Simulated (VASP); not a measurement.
# WS2 in VASP: further runs

Runs on WS2. Level: PBEsol+D3(BJ). Tasks: single point.

All numbers are computed with VASP 6.6.1; they aren't measurements. Logs are shortened: lines on timing, memory, paths and dates and some standing lists are left out, and cuts for length are marked.

### Step 1. The cell of the first run

The cell holds a slab with vacuum, 3 atoms: a = 3.124 Å, b = 3.124 Å, c = 16.938 Å, α = 90.00°, β = 90.00°, γ = 120.00°.

### Step 2. Single point, PBEsol+D3(BJ) (atoms displaced along a vibrational mode)

Input file INCAR:

```
PREC = Accurate ; ENCUT = 520
EDIFF = 1E-6 ; ISMEAR = 0
SIGMA = 0.05 ; LREAL = False
LASPH = True ; NELM = 60
ALGO = Normal ; ISIF = 2
LWAVE = False ; LCHARG = False
GGA = PS ; IVDW = 12
NBANDS = 20
```

Input file KPOINTS:

```
regular mesh
0
Gamma
  12 12 2
```

Input file POSCAR:

```
WS2
1.0
    3.1239380587      0.0000000000      0.0000000000
   -1.5619690294      2.7054097187      0.0000000000
    0.0000000000      0.0000000000     16.9375357456
W S
1 2
Direct
    0.3333333333      0.6666666667      0.0004036076
    0.6520697063      0.3333333333      0.9059939784
    0.6812636270      0.3333333333      0.0916916354
```

Potentials or basis: VASP PAW PBE potentials, release 64 (W_sv, S).

On the command line:

```bash
cat potpaw_PBE.64/W_sv/POTCAR potpaw_PBE.64/S/POTCAR > POTCAR
mpirun -np 1 vasp_std > vasp.out
```

OUTCAR:

```text
PREC = Accurate
   ENCUT = 520
   EDIFF = 1E-6
   ISMEAR = 0
   LREAL = False
   LASPH = True
   NELM = 60
   ISIF = 2
   GGA = PS
   IVDW = 12
 IVDW          = 12

 ion  position               nearest neighbor table
   1  0.333  0.667  0.000-   3 2.35   3 2.38   2 2.38   3 2.41   2 2.41   2 2.44
   2  0.652  0.333  0.906-   1 2.38   1 2.41   1 2.44
   3  0.681  0.333  0.092-   1 2.35   1 2.38   1 2.41

  LATTYP: Found a hexagonal cell.
 ALAT       =     3.1239380587
 C/A-ratio  =     5.4218538996

  Lattice vectors:

 A1 = (   3.1239380587,   0.0000000000,   0.0000000000)
 A2 = (  -1.5619690294,   2.7054097187,   0.0000000000)
 A3 = (   0.0000000000,   0.0000000000,  16.9375357456)

Analysis of symmetry for initial positions (statically):
=====================================================================
 Subroutine PRICEL returns:
 Original cell was already a primitive cell.

 Routine SETGRP: Setting up the symmetry group for a
 hexagonal supercell.

 Subroutine GETGRP returns: Found  1 space group operations
 (whereof  1 operations were pure point group operations)
 out of a pool of 24 trial point group operations.

The static configuration has the point symmetry C_1 .

Analysis of symmetry for dynamics (positions and initial velocities):
=====================================================================
 Subroutine PRICEL returns:
 Original cell was already a primitive cell.

 Routine SETGRP: Setting up the symmetry group for a
 hexagonal supercell.

 Subroutine GETGRP returns: Found  1 space group operations
 (whereof  1 operations were pure point group operations)
 out of a pool of 24 trial point group operations.

The dynamic configuration has the point symmetry C_1 .

 Subroutine INISYM returns: Found  1 space group operations
 (whereof  1 operations are pure point group operations),
 and found     1 'primitive' translations

----------------------------------------------------------------------------------------

                                     Primitive cell

  volume of cell :     143.1481

  direct lattice vectors                    reciprocal lattice vectors
     3.123938059  0.000000000  0.000000000     0.320108780  0.184814890  0.000000000
    -1.561969029  2.705409719  0.000000000     0.000000000  0.369629780  0.000000000
     0.000000000  0.000000000 16.937535746     0.000000000  0.000000000  0.059040466

  length of vectors
     3.123938059  3.123938059 16.937535746     0.369629780  0.369629780  0.059040466

  position of ions in fractional coordinates (direct lattice)
     0.333333333  0.666666667  0.000403608
     0.652069706  0.333333333  0.905993978
     0.681263627  0.333333333  0.091691635

  ion indices of the primitive-cell ions
   primitive index   ion index
                 1           1
                 2           2
                 3           3

----------------------------------------------------------------------------------------

 KPOINTS: regular mesh

Automatic generation of k-mesh.
 Grid dimensions read from file:
 generate k-points for:   12   12    2

 Generating k-lattice:

  Cartesian coordinates                     Fractional coordinates (reciprocal lattice)
     0.026675732  0.015401241  0.000000000     0.083333333  0.000000000  0.000000000
     0.000000000  0.030802482  0.000000000     0.000000000  0.083333333  0.000000000
     0.000000000  0.000000000  0.029520233     0.000000000  0.000000000  0.500000000

  Length of vectors
     0.030802482  0.030802482  0.029520233

  Shift w.r.t. Gamma in fractional coordinates (k-lattice)
     0.000000000  0.000000000  0.000000000

 Subroutine IBZKPT returns following result:
 ===========================================

 Found    148 irreducible k-points:

 Following reciprocal coordinates:
            Coordinates               Weight
  0.000000  0.000000  0.000000      1.000000
  0.083333 -0.000000  0.000000      2.000000
  0.000000  0.083333  0.000000      2.000000
 -0.083333  0.083333  0.000000      2.000000
  0.166667  0.000000  0.000000      2.000000
  0.000000  0.166667  0.000000      2.000000
[... 16 lines left out ...]
  0.166667  0.083333  0.000000      2.000000
 -0.083333  0.250000  0.000000      2.000000
 [... further k-points ...]
   k-points           NKPTS =    148   k-points in BZ     NKDIM =    148   number of bands    NBANDS=     20
   number of dos      NEDOS =    301   number of ions     NIONS =      3
   total plane-waves  NPLWV =  72576
   dimension x,y,z NGX =    24 NGY =   24 NGZ =  126
   dimension x,y,z NGXF=    48 NGYF=   48 NGZF=  252
   ions per type =               1   2
   NGX,Y,Z   is equivalent  to a cutoff of  12.77, 12.77, 12.37 a.u.
   NGXF,Y,Z  is equivalent  to a cutoff of  25.54, 25.54, 24.73 a.u.
 SYSTEM =  unknown system
   PREC   = accura    normal or accurate (medium, high low for compatibility)
   ISTART =      0    job   : 0-new  1-cont  2-samecut
   ICHARG =      2    charge: 1-file 2-atom 10-const
   ISPIN  =      1    spin polarized calculation?
   LNONCOLLINEAR =      F non collinear calculations
   LSORBIT =      F    spin-orbit coupling
   LASPH  =      T    aspherical Exc in radial PAW
   ENCUT  =  520.0 eV  38.22 Ry    6.18 a.u.   5.81  5.81 31.49*2*pi/ulx,y,z
   NELM   =     60;   NELMIN=  2; NELMDL= -5     # of ELM steps
   EDIFF  = 0.1E-05   stopping-criterion for ELM
   LREAL  =      F    real-space projection
   EDIFFG = 0.1E-04   stopping-criterion for IOM
   NSW    =      0    number of steps for IOM
   IBRION =     -1    ionic relax: 0-MD 1-quasi-New 2-CG
   NFREE  =      0    steps in history (QN), initial steepest desc. (CG)
   ISIF   =      2    stress and relaxation
   ISYM   =      2    0-nonsym 1-usesym 2-fastsym
   POTIM  = 0.5000    time-step for ionic-motion
   TEBEG  =    0.0;   TEEND  =   0.0 temperature during run
   PSTRESS=    0.0 pullay stress
   NELECT =      26.0000    total number of electrons
   NUPDOWN=      -1.0000    fix difference up-down
   EMIN   =  10.00;   EMAX   =-10.00  energy-range for DOS
   EFERMI =   0.00;   METHOD = LEGACY
   ISMEAR =     0;   SIGMA  =   0.05  broadening in eV -4-tet -1-fermi 0-gaus
   EFERMI_NEDOS =   21; number of points for ismear=-14 and -15
   IALGO  =     38    algorithm
   IMIX   =      4    mixing-type and parameters
     AMIX     =   0.40;   BMIX     =  1.00
     AMIX_MAG =   1.60;   BMIX_MAG =  1.00
  volume/ion in A,a.u.               =      47.72       322.00
  Fermi-wavevector in a.u.,A,eV,Ry     =   0.927123  1.752009 11.694985  0.859557
  Thomas-Fermi vector in A             =   2.053159
   LORBIT       =      0    0 simple, 1 ext, 2 COOP (PROOUT), +10 PAW based schemes
   GGA     = PS    functional components
   LHFCALC =     F    Hartree Fock is set to
   AEXX    =    0.0000 exact exchange contribution
   IVDW    =    12    specifies the selected vdW correction
   LEPSILON=     F    determine dielectric tensor
   LRPA    =     F    only Hartree local field effects (RPA)
 non-spin polarized calculation
 Gauss-broadening in eV      SIGMA  =   0.05
  energy-cutoff  :      520.00
  volume of cell :      143.15
 maximum number of plane-waves:      3892
   NGX = 11   NGY = 11   NGZ = 63

 number of electron      25.9999999 magnetization

 Free energy of the ion-electron system (eV)
  ---------------------------------------------------
  ext. energy  EPLUGINS =         0.00000000
  ---------------------------------------------------
  free energy    TOTEN  =       -25.20969644 eV

  energy without entropy =      -25.20969644  energy(sigma->0) =      -25.20969644

 E-fermi :  -0.6022     XC(G=0):  -4.6392

 val. band max:       -1.0627140348   @ k =   0.3333   0.3333   0.0000
 cond. band min:       0.9122780753   @ k =  -0.3333   0.1667   0.0000
 fundamental gap:      1.9749921102
 Fermi energy:        -0.6022011868

 k-point     1 :       0.0000    0.0000    0.0000
  band No.  band energies     occupation
      1     -74.9403      2.00000
      2     -39.2395      2.00000
      3     -39.0193      2.00000
      4     -39.0169      2.00000
      5     -16.0336      2.00000
      6     -14.3375      2.00000
[... 12 lines left out ...]
     19       4.4559      0.00000
     20       4.6674      0.00000

 k-point     2 :       0.0833   -0.0000    0.0000
  band No.  band energies     occupation
      1     -74.9388      2.00000
      2     -39.2344      2.00000
      3     -39.0474      2.00000
      4     -39.0235      2.00000
      5     -15.9093      2.00000
      6     -14.2908      2.00000
[... 12 lines left out ...]
     19       4.5997      0.00000
     20       5.1149      0.00000

 k-point     3 :       0.0000    0.0833    0.0000
  band No.  band energies     occupation
      1     -74.9388      2.00000
      2     -39.2344      2.00000
      3     -39.0460      2.00000
      4     -39.0248      2.00000
      5     -15.9092      2.00000
      6     -14.2907      2.00000
[... 12 lines left out ...]
     19       4.5995      0.00000
     20       5.1170      0.00000

 k-point     4 :      -0.0833    0.0833    0.0000
  band No.  band energies     occupation
      1     -74.9388      2.00000
      2     -39.2344      2.00000
      3     -39.0455      2.00000
      4     -39.0254      2.00000
      5     -15.9093      2.00000
      6     -14.2907      2.00000
[... 12 lines left out ...]
     19       4.5990      0.00000
     20       5.1140      0.00000

 k-point     5 :       0.1667    0.0000    0.0000
  band No.  band energies     occupation
      1     -74.9348      2.00000
      2     -39.2204      2.00000
      3     -39.1238      2.00000
      4     -39.0412      2.00000
      5     -15.5546      2.00000
      6     -14.1577      2.00000
[... 12 lines left out ...]
     19       5.0126      0.00000
     20       5.9082      0.00000
[... 353 lines left out ...]
      6     -14.2005      2.00000
[... 12 lines left out ...]
     19       4.8787      0.00000
     20       5.7587      0.00000

 k-point    22 :      -0.1667    0.0833    0.0000
  band No.  band energies     occupation
      1     -74.9361      2.00000
      2     -39.2249      2.00000
      3     -39.0974      2.00000
      4     -39.0378      2.00000
      5     -15.6697      2.00000
      6     -14.2005      2.00000
[... 12 lines left out ...]
     19       4.8795      0.00000
     20       5.7572      0.00000

 k-point    23 :       0.1667    0.0833    0.0000
  band No.  band energies     occupation
      1     -74.9313      2.00000
      2     -39.2085      2.00000
      3     -39.1839      2.00000
      4     -39.0616      2.00000
      5     -15.2264      2.00000
      6     -14.0346      2.00000
[... 12 lines left out ...]
     19       5.4102      0.00000
     20       6.3598      0.00000

 k-point    24 :      -0.0833    0.2500    0.0000
  band No.  band energies     occupation
      1     -74.9313      2.00000
      2     -39.2083      2.00000
      3     -39.1819      2.00000
      4     -39.0636      2.00000
      5     -15.2266      2.00000
      6     -14.0343      2.00000
[... 12 lines left out ...]
     19       5.4082      0.00000
     20       6.3597      0.00000

 [... further k-points ...]

------------------------ aborting loop because EDIFF is reached ----------------------------------------

 Edisp (eV)   -0.75936

 E8    (eV) :    -0.5104

  FORCE on cell =-STRESS in cart. coord.  units (eV):
  Direction    XX          YY          ZZ          XY          YZ          ZX
  --------------------------------------------------------------------------------------
  -------------------------------------------------------------------------------------
  Total       0.07722     0.07379     0.11839     0.06454    -0.00433    -1.50240
  in kB       0.86424     0.82594     1.32511     0.72231    -0.04842   -16.81549
  external pressure =        1.01 kB  Pullay stress =        0.00 kB

 VOLUME and BASIS-vectors are now :
 -----------------------------------------------------------------------------
  energy-cutoff  :      520.00
  volume of cell :      143.15
      direct lattice vectors                 reciprocal lattice vectors
     3.123938059  0.000000000  0.000000000     0.320108780  0.184814890  0.000000000
    -1.561969029  2.705409719  0.000000000     0.000000000  0.369629780  0.000000000
     0.000000000  0.000000000 16.937535746     0.000000000  0.000000000  0.059040466

 POSITION                                       TOTAL-FORCE (eV/Angst)
 -----------------------------------------------------------------------------------
     -0.00000      1.80361      0.00684         0.060778      0.036010     -0.908157
      1.51637      0.90180     15.34531         0.447956     -0.016328      0.395239
      1.60757      0.90180      1.55303        -0.508735     -0.019682      0.512918
 -----------------------------------------------------------------------------------
    total drift:                               -0.000017     -0.000002      0.000204

  FREE ENERGIE OF THE ION-ELECTRON SYSTEM (eV)
  ---------------------------------------------------
  free  energy   TOTEN  =       -25.9690535221 eV

  energy  without entropy=      -25.9690535221  energy(sigma->0) =      -25.96905352
```

Run time: 7.4 min. Hardware: 1 thread of AMD EPYC 9R45 (Zen 5), shared host; peak memory 0.5 GiB.

What came out:

```
Free energy                : -25.9691 eV
Largest force              : 0.911 eV/Å
Band gap on the k mesh     : 1.98 eV (least direct gap 2.04 eV)
Dispersion energy per atom : -0.253 eV
```

Forces in eV/Å, atoms in the order of the input:
```
W    0.061  0.036 -0.908
S    0.448 -0.016  0.395
S   -0.509 -0.020  0.513
```

Caveat: the cell differs from its parent crystal (atoms displaced along a vibrational mode); the PAW data sets were made with another functional, which shifts forces and pressure a little; spin-orbit coupling is left out, which moves the levels of the heavy elements.

[end of part 1 of 3]
